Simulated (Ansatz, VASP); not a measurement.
## HgTe in VASP and in Ansatz

File INCAR:

```
ALGO = Normal
EDIFF = 1E-6
EDIFFG = -0.01
ENCUT = 600
GGA = RP
IBRION = 2
ISIF = 3
ISMEAR = -1
LASPH = T
LCHARG = F
LREAL = F
LWAVE = F
NELM = 60
NSW = 60
PREC = Accurate
SIGMA = 0.025
```

The input KPOINTS:

```
k-points
0
Gamma
  7 7 7
```

POSCAR

```
HgTe
1.0
    0.0000000000      3.1800000000      3.1800000000
    3.1800000000      0.0000000000      3.1800000000
    3.1800000000      3.1800000000      0.0000000000
Hg Te
1 1
Direct
    0.0000000000      0.0000000000      0.0000000000
    0.5000000000      0.5000000000      0.5000000000
```

Contents of input.yaml:

```yaml
crystal:
  lattice:
    - [0.0, 3.18, 3.18]
    - [3.18, 0.0, 3.18]
    - [3.18, 3.18, 0.0]
  atoms:
    - { symbol: Hg, position: [0.0, 0.0, 0.0] }
    - { symbol: Te, position: [0.5, 0.5, 0.5] }
hamiltonian:
  xc: rpbe
  pseudopotentials: { kind: paw, source: ansatz }
kpoints:
  mp_grid: { grid: [7, 7, 7] }
scf:
  occupations: { method: fermi_dirac, width: 0.025 }
output:
  forces: true
  stress: true
  write_density: true
  write_potential: true
  elf: true
  volumetric_format: npy
relax:
  f_tol: 0.01
  max_steps: 40
  cell: { stress_tol: 0.05 }
```

Alike in both runs: task relaxation of cell and atoms; functional RPBE; k mesh 7 × 7 × 7; occupations fermi-dirac, width 0.025 eV; no spin polarisation.

|  | VASP | Ansatz |
| --- | --- | --- |
| version | VASP 6.6.1 | Ansatz 0.2.0 |
| potentials or method | VASP PAW PBE potentials, release 64 (Hg, Te) | Ansatz PAW earlier set |
| plane-wave cutoff (eV) | 600 | 690 |
| valence electrons in the cell | 18 | 36 |

VASP gave:

```
gap on the k mesh at the Fermi level, each at its own relaxed structure (eV) : none
relaxed volume (Å³/atom)                                                     : 30.27
relaxed length of the cell vector where the two differ most in proportion (Å)              : 4.407
```

Question: What did Ansatz give for the same quantities?

Answer: gap on the k mesh at the Fermi level, each at its own relaxed structure (eV): none; relaxed volume (Å³/atom): 30.18; relaxed length of the cell vector where the two differ most in proportion (Å): 4.403.

VASP's potentials were made for PBE, not for RPBE. A gap of «none» marks a metal or a gap that the smearing closes. VASP's potentials hold 18 valence electrons a cell and Ansatz's 36, so a difference there can come from the potentials and not from the codes.

Neither program's run includes spin-orbit coupling. Noted on Ansatz's run: the plane-wave basis is chosen anew once the cell has moved, so the energies of steps on either side of that aren't comparable.
